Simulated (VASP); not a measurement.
# Al (Fd-3m) in VASP: notebook, part 2 of 2

VASP 6.6.1.

**5. Single point, PBE**

This run uses another cell than the first one, of 28.71 Å³/atom.

INCAR

```
PREC = Accurate
ENCUT = 500
EDIFF = 1E-6
ISMEAR = -1
SIGMA = 0.06122561905347299
LREAL = F
LASPH = T
NELM = 120
ALGO = Normal
ISIF = 2
LWAVE = F
LCHARG = T
GGA = PE
LELF = T
LVHAR = T
NBANDS = 10
GGA_COMPAT = F
```

KPOINTS

```
regular mesh
0
Gamma
  31 31 31
```

POSCAR

```
Al
1.0
    0.0000000000      3.0620967446      3.0620967446
    3.0620967446      0.0000000000      3.0620967446
    3.0620967446      3.0620967446      0.0000000000
Al
2
Direct
    0.0000000000      0.0000000000      0.0000000000
    0.2500000000      0.2500000000      0.2500000000
```

Command:

```
$ cat potpaw_PBE.64/Al/POTCAR > POTCAR
$ mpirun -np 1 vasp_std > vasp.out
```

Wall time 3.5 min (1 thread of Intel Xeon 8259CL, shared host); peak memory 0.45 GiB.

The run converged. Its results:

```
Free energy            : -6.0001 eV
Pressure               : -1.3 GPa
Band gap on the k mesh : zero (bands 3 and 4 overlap by 3.23 eV)
```

Levels at points of the mesh, in eV from the Fermi level:
```tsv
k point	band 1	band 2	band 3	band 4	band 5	band 6
(0.00, 0.00, 0.00)	-7.69	2.04	2.04	2.04	3.88	3.88
```

**6. Single point, PBE**

INCAR

```
SYSTEM = Al
PREC = Accurate
ENCUT = 500
EDIFF = 1E-6
ISMEAR = -1
SIGMA = 0.06122561905347299
LREAL = .FALSE.
LASPH = .TRUE.
NELM = 120
ALGO = Normal
ISIF = 2
LWAVE = .FALSE.
LCHARG = .FALSE.
GGA = PE
NBANDS = 10
GGA_COMPAT = .FALSE.
```

KPOINTS

```
regular mesh
0
G
  31 31 31
  0 0 0
```

POSCAR

```
Al
1.0
    0.0000000000      3.0816010714      3.0816010714
    3.0816010714      0.0000000000      3.0816010714
    3.0816010714      3.0816010714      0.0000000000
Al
2
Direct
    0.0000000000      0.0000000000      0.0000000000
    0.2500000000      0.2500000000      0.2500000000
```

Potentials or basis: VASP PAW PBE potentials, release 64 (Al).

Command:

```
$ cat potpaw_PBE.64/Al/POTCAR > POTCAR
$ mpirun -np 1 vasp_std > vasp.out
```

OUTCAR:

```text
SYSTEM = Al
   PREC = Accurate
   ENCUT = 500
   EDIFF = 1E-6
   ISMEAR = -1
   LREAL = .FALSE.
   LASPH = .TRUE.
   NELM = 120
   ISIF = 2
   GGA = PE

 ion  position               nearest neighbor table
   1  0.000  0.000  0.000-   2 2.67   2 2.67   2 2.67   2 2.67
   2  0.250  0.250  0.250-   1 2.67   1 2.67   1 2.67   1 2.67

  LATTYP: Found a face centered cubic cell.
 ALAT       =     6.1632021428

  Lattice vectors:

 A1 = (   0.0000000000,   3.0816010714,   3.0816010714)
 A2 = (   3.0816010714,   0.0000000000,   3.0816010714)
 A3 = (   3.0816010714,   3.0816010714,   0.0000000000)

Analysis of symmetry for initial positions (statically):
=====================================================================
 Subroutine PRICEL returns:
 Original cell was already a primitive cell.

 Routine SETGRP: Setting up the symmetry group for a
 face centered cubic supercell.

 Subroutine GETGRP returns: Found 48 space group operations
 (whereof 24 operations were pure point group operations)
 out of a pool of 48 trial point group operations.

The static configuration has the point symmetry T_d .
[... 170 lines left out ...]
  band No.  band energies     occupation
      1      -5.1884      2.00000
      2       4.4274      0.00000
      3       4.4274      0.00000
      4       4.4274      0.00000
      5       6.2678      0.00000
      6       6.2678      0.00000
      7       6.2678      0.00000
      8       7.0181      0.00000
      9       9.9525      0.00000
     10      10.1745      0.00000
[... 287 lines left out ...]
 k-point    24 :       0.2581    0.0323    0.0000
  band No.  band energies     occupation
      1      -4.5511      2.00000
      2       1.2397      2.00000
      3       3.6744      0.00000
      4       3.8234      0.00000
      5       5.8957      0.00000
      6       6.8585      0.00000
      7       7.1529      0.00000
      8       9.1979      0.00000
      9       9.9420      0.00000
     10      10.0052      0.00000

 [... further k-points ...]

------------------------ aborting loop because EDIFF is reached ----------------------------------------

  FORCE on cell =-STRESS in cart. coord.  units (eV):
  Direction    XX          YY          ZZ          XY          YZ          ZX
  --------------------------------------------------------------------------------------
  -------------------------------------------------------------------------------------
  Total       -0.6944650     -0.6944650     -0.6944650      0.0000000      0.0000000     -0.0000000
  in kB      -19.0108581    -19.0108581    -19.0108581      0.0000000      0.0000000     -0.0000000
  external PRESSURE =     -19.0108581 kB  Pullay stress =       0.0000000 kB

 VOLUME and BASIS-vectors are now :
 -----------------------------------------------------------------------------
  energy-cutoff  :      500.00
  volume of cell :       58.53
      direct lattice vectors                 reciprocal lattice vectors
     0.000000000  3.081601071  3.081601071    -0.162253318  0.162253318  0.162253318
     3.081601071  0.000000000  3.081601071     0.162253318 -0.162253318  0.162253318
     3.081601071  3.081601071  0.000000000     0.162253318  0.162253318 -0.162253318

 POSITION                                       TOTAL-FORCE (eV/Angst)
 -----------------------------------------------------------------------------------
      0.00000      0.00000      0.00000         0.000000      0.000000      0.000000
      1.54080      1.54080      1.54080        -0.000000     -0.000000     -0.000000
 -----------------------------------------------------------------------------------
    total drift:                               -0.000000      0.000000      0.000000

  FREE ENERGIE OF THE ION-ELECTRON SYSTEM (eV)
  ---------------------------------------------------
  free  energy   TOTEN  =        -5.9889645076 eV

  energy  without entropy=       -5.9682311170  energy(sigma->0) =       -5.97859781
```

stdout:

```text
POSCAR found type information on POSCAR Al
 POSCAR found :  1 types and       2 ions
 scaLAPACK will be used
 LDA part: xc-table for (Slater+PW92), standard interpolation
 POSCAR, INCAR and KPOINTS ok, starting setup
 FFT: planning ... GRIDC
 FFT: planning ... GRID_SOFT
 FFT: planning ... GRID
 WAVECAR not read
 entering main loop
```

Run time: 3.5 min. Hardware: 1 thread of Intel Xeon 8259CL, shared host; peak memory 0.46 GiB.

Results:

- Free energy: -5.9890 eV
- Pressure: -1.9 GPa
- Band gap on the k mesh: zero (bands 3 and 4 overlap by 3.17 eV)

**7. Overview**

```csv
cell,k mesh,gap on the mesh (eV),pressure (GPa)
"a = 4.358 Å, angles 60.0°, 2 atoms",16 × 16 × 16,none,-1.9
"a = 4.187 Å, angles 60.0°, 2 atoms",31 × 31 × 31,none,2.7
"a = 4.216 Å, angles 60.0°, 2 atoms",31 × 31 × 31,none,1.7
"a = 4.330 Å, angles 60.0°, 2 atoms",31 × 31 × 31,none,-1.3
"a = 4.358 Å, angles 60.0°, 2 atoms",31 × 31 × 31,none,-1.9
```

Alike in all rows: task single point; level PBE; potentials or basis VASP PAW PBE potentials, release 64 (Al); no spin polarisation; cutoff (eV) 500; smearing fermi-dirac 0.0612256 eV.

Absolute energies hang on the potentials; compare differences alone.
